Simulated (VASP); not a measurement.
# NbP (P6_3/mmc) in VASP: single point with PBE

Aim: the single point of NbP with PBE.

All numbers are computed with VASP 6.6.1; they aren't measurements. Logs are shortened: lines on timing, memory, paths and dates and some standing lists are left out, and cuts for length are marked.

**1. The cell of the first run**

Symmetry: P6_3/mmc, No. 194, hexagonal system. Conventional cell: a = 3.316 Å, b = 3.316 Å, c = 6.716 Å, α = 90.00°, β = 90.00°, γ = 120.00°. Nb (site symmetry -3m) has 6 P at 2.55 Å and 8 Nb at 3.32 to 3.36 Å within 3.4 Å. P (site symmetry -6m2) has 6 Nb at 2.55 Å and 6 P at 3.32 Å within 3.4 Å.

**2. Single point, PBE, non-collinear spin, zero start, spin-orbit coupling**

File POSCAR:

```
NbP
1.0
    3.3162886790      0.0000000000      0.0000000000
   -1.6581443395      2.8719902423      0.0000000000
    0.0000000000      0.0000000000      6.7163979592
Nb P
2 2
Direct
    0.0000000000      0.0000000000      0.0000000000
    0.0000000000      0.0000000000      0.5000000000
    0.3333333333      0.6666666667      0.2500000000
    0.6666666667      0.3333333333      0.7500000000
```

File INCAR.step1:

```
PREC = Accurate ; ENCUT = 400
EDIFF = 1E-6 ; ISMEAR = 0
SIGMA = 0.05 ; LREAL = False
LASPH = True ; NELM = 200
ALGO = Normal ; ISIF = 2
LWAVE = False ; LCHARG = True
LNONCOLLINEAR = True ; MAGMOM = 0 0 0 0 0 0 0 0 0 0 0 0
LSORBIT = True ; GGA_COMPAT = False
LORBMOM = True ; LMAXMIX = 4
GGA = PE ; NBANDS = 50
NEDOS = 2001 ; LORBIT = 11
```

File KPOINTS.step1:

```
Automatic mesh
0
Gamma
  10 10 8
```

File INCAR.step2:

```
PREC = Accurate ; ENCUT = 400
EDIFF = 1E-6 ; ISMEAR = -5
SIGMA = 0.05 ; LREAL = False
LASPH = True ; NELM = 200
ALGO = Normal ; ISIF = 2
LWAVE = False ; LCHARG = False
LNONCOLLINEAR = True ; MAGMOM = 0 0 0 0 0 0 0 0 0 0 0 0
LORBIT = 11 ; LSORBIT = True
GGA_COMPAT = False ; LORBMOM = True
LMAXMIX = 4 ; GGA = PE
NBANDS = 50 ; NEDOS = 1001
ICHARG = 11
```

File KPOINTS.step2:

```
Automatic mesh
0
Gamma
  15 15 12
```

Potentials or basis: VASP PAW PBE potentials, release 64 (Nb_sv, P).

On the command line:

```bash
$ cat potpaw_PBE.64/Nb_sv/POTCAR potpaw_PBE.64/P/POTCAR > POTCAR
$ cp INCAR.step1 INCAR
$ cp KPOINTS.step1 KPOINTS
$ mpirun -np 1 vasp_ncl > vasp.out
$ cp INCAR.step2 INCAR
$ cp KPOINTS.step2 KPOINTS
$ mpirun -np 1 vasp_ncl > vasp.out
```

OUTCAR:

```text
PREC = Accurate
   ENCUT = 400
   EDIFF = 1E-6
   ISMEAR = -5
   LREAL = False
   LASPH = True
   NELM = 200
   ISIF = 2
   LNONCOLLINEAR = True
   LORBIT = 11
   LSORBIT = True
   GGA = PE
   ICHARG = 11

 ion  position               nearest neighbor table
   1  0.000  0.000  0.000-   3 2.55   4 2.55   4 2.55   3 2.55   4 2.55   3 2.55
   2  0.000  0.000  0.500-   3 2.55   4 2.55   4 2.55   3 2.55   4 2.55   3 2.55
   3  0.333  0.667  0.250-   1 2.55   2 2.55   1 2.55   2 2.55   1 2.55   2 2.55
   4  0.667  0.333  0.750-   1 2.55   2 2.55   1 2.55   2 2.55   1 2.55   2 2.55

  LATTYP: Found a hexagonal cell.
 ALAT       =     3.3162886790
 C/A-ratio  =     2.0252754236

  Lattice vectors:

 A1 = (   3.3162886790,   0.0000000000,   0.0000000000)
 A2 = (  -1.6581443395,   2.8719902423,   0.0000000000)
 A3 = (   0.0000000000,   0.0000000000,   6.7163979592)

Analysis of symmetry for initial positions (statically):
=====================================================================
 Subroutine PRICEL returns:
 Original cell was already a primitive cell.

 Routine SETGRP: Setting up the symmetry group for a
 hexagonal supercell.

 Subroutine GETGRP returns: Found 24 space group operations
 (whereof 12 operations were pure point group operations)
 out of a pool of 24 trial point group operations.

The static configuration has the point symmetry D_3d.
 The point group associated with its full space group is D_6h.

Analysis of symmetry for dynamics (positions and initial velocities):
=====================================================================
 Subroutine PRICEL returns:
 Original cell was already a primitive cell.

 Routine SETGRP: Setting up the symmetry group for a
 hexagonal supercell.

 Subroutine GETGRP returns: Found 24 space group operations
 (whereof 12 operations were pure point group operations)
 out of a pool of 24 trial point group operations.

The dynamic configuration has the point symmetry D_3d.
 The point group associated with its full space group is D_6h.

Analysis of structural, dynamic, and magnetic symmetry:
=====================================================================
 Subroutine PRICEL returns:
 Original cell was already a primitive cell.

 Routine SETGRP: Setting up the symmetry group for a
 hexagonal supercell.

 Subroutine GETGRP returns: Found 24 space group operations
 (whereof 12 operations were pure point group operations)
 out of a pool of 24 trial point group operations.

The overall configuration has the point symmetry D_3d.
 The point group associated with its full space group is D_6h.

 Subroutine INISYM returns: Found 24 space group operations
 (whereof 12 operations are pure point group operations),
 and found     1 'primitive' translations

----------------------------------------------------------------------------------------

                                     Primitive cell

  volume of cell :      63.9693

  direct lattice vectors                    reciprocal lattice vectors
     3.316288679  0.000000000  0.000000000     0.301541903  0.174095299  0.000000000
    -1.658144339  2.871990242  0.000000000     0.000000000  0.348190598  0.000000000
     0.000000000  0.000000000  6.716397959     0.000000000  0.000000000  0.148889331

  length of vectors
     3.316288679  3.316288679  6.716397959     0.348190598  0.348190598  0.148889331

  position of ions in fractional coordinates (direct lattice)
     0.000000000  0.000000000  0.000000000
     0.000000000  0.000000000  0.500000000
     0.333333333  0.666666667  0.250000000
     0.666666667  0.333333333  0.750000000

  ion indices of the primitive-cell ions
   primitive index   ion index
                 1           1
                 2           2
                 3           3
                 4           4

----------------------------------------------------------------------------------------

 KPOINTS: Automatic mesh

Automatic generation of k-mesh.
 Grid dimensions read from file:
 generate k-points for:   15   15   12

 Generating k-lattice:

  Cartesian coordinates                     Fractional coordinates (reciprocal lattice)
     0.020102794  0.011606353  0.000000000     0.066666667  0.000000000  0.000000000
     0.000000000  0.023212707  0.000000000     0.000000000  0.066666667  0.000000000
     0.000000000  0.000000000  0.012407444     0.000000000  0.000000000  0.083333333

  Length of vectors
     0.023212707  0.023212707  0.012407444
[... 70 lines left out ...]
   EFERMI =   0.00;   METHOD = LEGACY
   ISMEAR =    -5;   SIGMA  =   0.05  broadening in eV -4-tet -1-fermi 0-gaus
   EFERMI_NEDOS =   21; number of points for ismear=-14 and -15
   IALGO  =     38    algorithm
   IMIX   =      4    mixing-type and parameters
     AMIX     =   0.40;   BMIX     =  1.00
     AMIX_MAG =   1.60;   BMIX_MAG =  1.00
  volume/ion in A,a.u.               =      15.99       107.92
  Fermi-wavevector in a.u.,A,eV,Ry     =   1.351611  2.554175 24.855839  1.826853
  Thomas-Fermi vector in A             =   2.479019
   LORBIT       =     11    0 simple, 1 ext, 2 COOP (PROOUT), +10 PAW based schemes
   GGA     = PE    functional components
   LHFCALC =     F    Hartree Fock is set to
   AEXX    =    0.0000 exact exchange contribution
   IVDW    =     0    specifies the selected vdW correction
   LEPSILON=     F    determine dielectric tensor
   LRPA    =     F    only Hartree local field effects (RPA)
 Fermi weights with tetrahedron method with Bloechl corrections
  energy-cutoff  :      400.00
  volume of cell :       63.97
 maximum number of plane-waves:      2394
 NGX is ok and might be reduce to    24

 number of electron      36.0000001 magnetization      -0.0000000     -0.0000000      0.0000000

 Free energy of the ion-electron system (eV)
  ---------------------------------------------------
  ext. energy  EPLUGINS =         0.00000000
  ---------------------------------------------------
  free energy    TOTEN  =       -35.25882948 eV

  energy without entropy =      -35.25882948  energy(sigma->0) =      -35.25882948

 E-fermi :  10.7292     XC(G=0): -12.0208

 val. band max:       10.7454710736   @ k =   0.2667   0.2667   0.0833
 cond. band min:      10.6544405579   @ k =   0.1333   0.1333   0.4167
 fundamental gap:     -0.0910305156
 Fermi energy:        10.7291788253

 k-point     1 :       0.0000    0.0000    0.0000
  band No.  band energies     occupation
      1     -44.2193      1.00000
      2     -44.2193      1.00000
      3     -44.2015      1.00000
      4     -44.2015      1.00000
      5     -21.6501      1.00000
      6     -21.6501      1.00000
[... 1213 lines left out ...]
     47      15.7759      0.00000
     48      15.7897      0.00000

 [... further k-points ...]

 [bands above 48 left out]

------------------------ aborting loop because EDIFF is reached ----------------------------------------

  FORCE on cell =-STRESS in cart. coord.  units (eV):
  Direction    XX          YY          ZZ          XY          YZ          ZX
  --------------------------------------------------------------------------------------
  -------------------------------------------------------------------------------------
  Total       -0.3042428     -0.3042428     -0.1686030      0.0000000     -0.0000000     -0.0000000
  in kB       -7.6200730     -7.6200730     -4.2228359      0.0000000     -0.0000000     -0.0000000
  external PRESSURE =      -6.4876607 kB  Pullay stress =       0.0000000 kB

 VOLUME and BASIS-vectors are now :
 -----------------------------------------------------------------------------
  energy-cutoff  :      400.00
  volume of cell :       63.97
      direct lattice vectors                 reciprocal lattice vectors
     3.316288679  0.000000000  0.000000000     0.301541903  0.174095299  0.000000000
    -1.658144339  2.871990242  0.000000000     0.000000000  0.348190598  0.000000000
     0.000000000  0.000000000  6.716397959     0.000000000  0.000000000  0.148889331

 POSITION                                       TOTAL-FORCE (eV/Angst)
 -----------------------------------------------------------------------------------
      0.00000      0.00000      0.00000        -0.000000      0.000000      0.000000
      0.00000      0.00000      3.35820        -0.000000      0.000000      0.000000
     -0.00000      1.91466      1.67910         0.000000      0.000000      0.000000
      1.65814      0.95733      5.03730         0.000000     -0.000000     -0.000000
 -----------------------------------------------------------------------------------
    total drift:                               -0.000000      0.000000      0.000000

  FREE ENERGIE OF THE ION-ELECTRON SYSTEM (eV)
  ---------------------------------------------------
  free  energy   TOTEN  =       -35.2588294828 eV

  energy  without entropy=      -35.2588294828  energy(sigma->0) =      -35.25882948

 orbital moment (x)

 # of ion     p       d       tot
 ----------------------------------------
  1        -0.000  -0.000  -0.000
  2        -0.000   0.000   0.000
  3        -0.000   0.000  -0.000
  4        -0.000   0.000  -0.000
 ----------------------------------------
           -0.000  -0.000  -0.000

 orbital moment (y)

 # of ion     p       d       tot
 ----------------------------------------
  1        -0.000   0.000  -0.000
  2         0.000   0.000   0.000
  3         0.000   0.000   0.000
  4         0.000   0.000   0.000
 ----------------------------------------
            0.000   0.000   0.000

 orbital moment (z)

 # of ion     p       d       tot
 ----------------------------------------
  1         0.000   0.000   0.000
  2         0.000   0.000   0.000
  3         0.000   0.000   0.000
  4         0.000   0.000   0.000
 ----------------------------------------
            0.000   0.000   0.000

 Spin-Orbit-Coupling matrix elements

 Ion:    1  E_soc:     -0.1738993
 l=   1
     0.0000000    -0.0262373    -0.0264343
    -0.0262373     0.0000000    -0.0262373
    -0.0264343    -0.0262373     0.0000000
 l=   2
     0.0000000    -0.0004925     0.0000000    -0.0004925    -0.0028369
    -0.0004925     0.0000000    -0.0012706    -0.0006928    -0.0004925
     0.0000000    -0.0012706     0.0000000    -0.0012706     0.0000000
    -0.0004925    -0.0006928    -0.0012706     0.0000000    -0.0004925
    -0.0028369    -0.0004925     0.0000000    -0.0004925     0.0000000
 l=   3
     0.0000000     0.0000000     0.0000000     0.0000000     0.0000000     0.0000000     0.0000000
     0.0000000     0.0000000     0.0000000     0.0000000     0.0000000     0.0000000     0.0000000
     0.0000000     0.0000000     0.0000000     0.0000000     0.0000000     0.0000000     0.0000000
     0.0000000     0.0000000     0.0000000     0.0000000     0.0000000     0.0000000     0.0000000
[... 49 lines left out ...]
 l=   2
     0.0000000     0.0000000     0.0000000     0.0000000     0.0000000
     0.0000000     0.0000000     0.0000000     0.0000000     0.0000000
     0.0000000     0.0000000     0.0000000     0.0000000     0.0000000
     0.0000000     0.0000000     0.0000000     0.0000000     0.0000000
     0.0000000     0.0000000     0.0000000     0.0000000     0.0000000
 l=   3
     0.0000000     0.0000000     0.0000000     0.0000000     0.0000000     0.0000000     0.0000000
     0.0000000     0.0000000     0.0000000     0.0000000     0.0000000     0.0000000     0.0000000
     0.0000000     0.0000000     0.0000000     0.0000000     0.0000000     0.0000000     0.0000000
     0.0000000     0.0000000     0.0000000     0.0000000     0.0000000     0.0000000     0.0000000
     0.0000000     0.0000000     0.0000000     0.0000000     0.0000000     0.0000000     0.0000000
     0.0000000     0.0000000     0.0000000     0.0000000     0.0000000     0.0000000     0.0000000
     0.0000000     0.0000000     0.0000000     0.0000000     0.0000000     0.0000000     0.0000000

 total charge

# of ion       s       p       d       tot
------------------------------------------
    1        2.150   6.028   2.492  10.670
    2        2.150   6.028   2.492  10.670
    3        1.023   1.520   0.000   2.543
    4        1.023   1.520   0.000   2.543
--------------------------------------------------
tot          6.347  15.096   4.984  26.426

 magnetization (x)

# of ion       s       p       d       tot
------------------------------------------
    1        0.000  -0.000  -0.000  -0.000
    2       -0.000   0.000  -0.000  -0.000
    3       -0.000   0.000   0.000   0.000
    4       -0.000  -0.000   0.000  -0.000
--------------------------------------------------
tot         -0.000  -0.000  -0.000  -0.000

 magnetization (y)

# of ion       s       p       d       tot
------------------------------------------
    1        0.000   0.000  -0.000  -0.000
    2       -0.000   0.000  -0.000  -0.000
    3       -0.000  -0.000   0.000  -0.000
    4       -0.000  -0.000   0.000  -0.000
--------------------------------------------------
tot         -0.000  -0.000  -0.000  -0.000

 magnetization (z)

# of ion       s       p       d       tot
------------------------------------------
    1        0.000  -0.000   0.000  -0.000
    2        0.000  -0.000   0.000  -0.000
    3        0.000   0.000   0.000   0.000
    4        0.000   0.000   0.000   0.000
--------------------------------------------------
tot          0.000  -0.000   0.000  -0.000
```

Wall time 14 min (1 thread of Oxide Virtual Turin-like, shared host); peak memory 0.62 GiB.

What came out:

* Net moment: 0.00 μB per cell
* Valence electrons inside the program's atomic spheres: Nb 10.67; P 2.54

Moments on the atoms (μB; x, y, z):
```
Nb  0.00 0.00 0.00
Nb  0.00 0.00 0.00
P   0.00 0.00 0.00
P   0.00 0.00 0.00
```
